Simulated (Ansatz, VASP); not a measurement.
AlCo in VASP and in Ansatz

File INCAR:

```
SYSTEM = AlCo
PREC = Accurate ; ENCUT = 520
EDIFF = 1E-6 ; ISMEAR = 0
SIGMA = 0.1 ; LREAL = .False.
LASPH = .True. ; NELM = 150
ALGO = Fast ; ISIF = 2
LWAVE = .False. ; LCHARG = .True.
ISPIN = 2 ; MAGMOM = 0 0 3 3
LORBIT = 11 ; LMAXMIX = 4
GGA = PE ; LELF = .True.
LVHAR = .True. ; NBANDS = 24
```

The input KPOINTS:

```
regular mesh
0
Gamma
  6 6 4
  0 0 0
```

File POSCAR:

```
AlCo
1.0
    3.6751274200      0.0000000000      0.0000000000
   -1.8375637100      3.1827537100      0.0000000000
    0.0000000000      0.0000000000      4.3430052800
Al Co
2 2
Direct
    0.3333333300      0.6666666700      0.2500000000
    0.6666666700      0.3333333300      0.7500000000
    0.0000000000      0.0000000000      0.5000000000
    0.0000000000      0.0000000000      0.0000000000
```

Input for Ansatz:

```yaml
crystal:
  lattice:
    - [3.67512742, 0.0, 0.0]
    - [-1.83756371, 3.18275371, 0.0]
    - [0.0, 0.0, 4.34300528]
  atoms:
    - { symbol: Al, position: [0.33333333, 0.66666667, 0.25] }
    - { symbol: Al, position: [0.66666667, 0.33333333, 0.75] }
    - { symbol: Co, position: [0.0, 0.0, 0.5], spin: 3.0 }
    - { symbol: Co, position: [0.0, 0.0, 0.0], spin: 3.0 }
basis:
  ecutwfc: 420
kpoints:
  mp_grid: { grid: [6, 6, 4] }
hamiltonian:
  xc: pbe
scf:
  occupations: { method: gaussian, width: 0.1 }
  lower_state_search: "off"
output:
  forces: true
  stress: true
  eigenvalues: true
  populations: true
magnetization:
  spin_polarized: true
```

Change from the starting cell: species swapped into the InCu type (P6_3/mmc, No. 194).

Alike in both runs: task single point; functional PBE; k mesh 6 × 6 × 4; occupations gaussian, width 0.1 eV; collinear spin.

|  | VASP | Ansatz |
| --- | --- | --- |
| version | VASP 6.6.1 | Ansatz 0.2.0 |
| potentials or method | VASP PAW PBE potentials, release 64 (Al, Co), cutoff 520 eV | scalar-relativistic, plane waves, PAW |
| valence electrons in the cell | 24 | 40 |

Ansatz gave:

- gap on the k mesh at the Fermi level (eV): none
- pressure (GPa): 21.2
- traceless stress, the component that is largest in VASP (GPa): 6.75
- net moment per atom (μB): 0.31

Task: What did VASP give for the same quantities?

Result: gap on the k mesh at the Fermi level (eV): none; pressure (GPa): 20.7; traceless stress, the component that is largest in VASP (GPa): 6.41; net moment per atom (μB): 0.31.

A gap of «none» marks a metal or a gap that the smearing closes. VASP's potentials hold 24 valence electrons a cell and Ansatz's 40, so a difference there can come from the potentials and not from the codes.

The k mesh is coarse, so the values compare programs but aren't converged.
